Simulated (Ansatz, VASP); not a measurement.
## Be4Se3: VASP beside Ansatz

```
CELL_PARAMETERS angstrom
5.05681 0.00159 -0.07614
0.00159 5.00138 -0.04959
-0.07614 -0.04959 4.90464
ATOMIC_POSITIONS crystal
Be 0.76922 0.75624 0.20905
Be 0.75902 0.24096 0.76692
Be 0.23024 0.21787 0.26939
Be 0.23526 0.77834 0.71588
Se 0.48378 0.98625 0.48466
Se 0.01684 0.51454 0.50799
Se 0.50564 0.50580 0.04610
```

Change from the starting cell: cell x1, atoms moved at random (sigma 0.1 Å) and cell strained at random (1.5 %), then relaxed without symmetry.

Alike in both runs: task relaxation of cell and atoms; functional PBE; k mesh 4 × 4 × 4; occupations gaussian, width 0.1 eV; no spin polarisation.

```csv
,VASP,Ansatz
version,VASP 6.6.1,Ansatz 0.2.0
potentials or method,"VASP PAW PBE potentials, release 64 (Be, Se), cutoff 600 eV","scalar-relativistic, plane waves, PAW"
valence electrons in the cell,26,56
```

Ansatz gave:

```
gap on the k mesh at the Fermi level, each at its own relaxed structure (eV) : 0.95
relaxed volume (Å³/atom)                                                     : 17.31
relaxed length of the cell vector where the two differ most in proportion (Å)              : 4.949
```

Problem. What did VASP give for the same quantities?

Solution. gap on the k mesh at the Fermi level, each at its own relaxed structure (eV): 0.94; relaxed volume (Å³/atom): 17.34; relaxed length of the cell vector where the two differ most in proportion (Å): 4.956.

VASP's potentials hold 26 valence electrons a cell and Ansatz's 56, so a difference there can come from the potentials and not from the codes.
